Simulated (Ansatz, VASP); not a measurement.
## BaTiO3: VASP beside Ansatz

```
Ba Ti O
1.0
     2.86037    1.65144    2.34605
    -2.86037    1.65144    2.34605
     0.00000   -3.30287    2.34605
Ba Ti O
1 1 3
Cartesian
  0.0000 0.0000 0.0189
  0.0000 0.0000 3.5771
  0.0000 -1.6374 4.6531
  -1.4180 0.8187 4.6531
  1.4180 0.8187 4.6531
```

Change from the starting cell: polar distortion scaled by 0.55 at the polar cell.

Alike in both runs: task single point; functional PBE; k mesh 6 × 6 × 6; no spin polarisation; Hubbard terms Ti d U = 4.0 eV.

```csv
,VASP,Ansatz
version,VASP 6.6.1,Ansatz 0.2.0
potentials or method,"VASP PAW PBE potentials, release 64 (Ba_sv, Ti_sv, O_h), cutoff 1340 eV","scalar-relativistic, plane waves, PAW"
occupations,"gaussian, width 0.01 eV",fixed
valence electrons in the cell,40,40
```

|  | VASP | Ansatz | Ansatz less VASP |
| --- | --- | --- | --- |
| gap on the k mesh at the Fermi level (eV) | 2.29 | 2.32 | +0.030 |
| least direct gap on the mesh (eV) | 2.56 | 2.57 | +0.005 |
| pressure (GPa) | 1.4 | -1.8 | -3.16 |
| traceless stress, the component that is largest in VASP (GPa) | -0.55 | -0.44 | +0.112 |
| rms of the force components (eV/Å) | 0.055 | 0.072 | +0.0169 |

The programs project onto different local orbitals, so the same U acts differently, and such runs can settle in different states. Atom by atom the forces differ by 0.126 eV/Å (rms over components).

Spin-orbit coupling is off throughout.
